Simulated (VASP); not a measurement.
Write the native input for VASP 6.6.1 that does the following.

```yaml
Task: single point
Functional: LDA
Potentials_or_basis: VASP PAW LDA potentials, release 64 (Ta_pv)
Cutoff: 500 eV
k_mesh: 8 × 8 × 8
Occupations: gaussian, width 0.1 eV
Spin: no spin polarisation
Dipole_correction: no
Further_INCAR_settings: ALGO = Normal; EDIFF = 1e-06; NBANDS = 12
```

The structure of Ta lies in POSCAR:

```
Ta
1.0
   -1.6231883334      1.6231883334      1.6231883334
    1.6231883334     -1.6231883334      1.6231883334
    1.6231883334      1.6231883334     -1.6231883334
Ta
1
Direct
    0.0000000000      0.0000000000      0.0000000000
```

One way to write it, as run:

INCAR

```
ALGO = Normal
EDIFF = 1E-6
ENCUT = 500
GGA_COMPAT = F
ISIF = 2
ISMEAR = 0
LASPH = T
LCHARG = F
LREAL = F
LWAVE = F
NBANDS = 12
NELM = 120
PREC = Accurate
SIGMA = 0.1
```

KPOINTS

```
k-points
0
Gamma
  8 8 8
```

Potentials or basis: VASP PAW LDA potentials, release 64 (Ta_pv).

The run is started by

```bash
$ cat potpaw_LDA.64/Ta_pv/POTCAR > POTCAR
$ mpirun -np 1 vasp_std > vasp.out
```

Results of the run:

| Item | Value |
| --- | --- |
| Pressure | 1.1 GPa |

It took 5.2 s on 1 thread of Intel Xeon 6975P-C (shared host), peak memory 0.13 GiB.
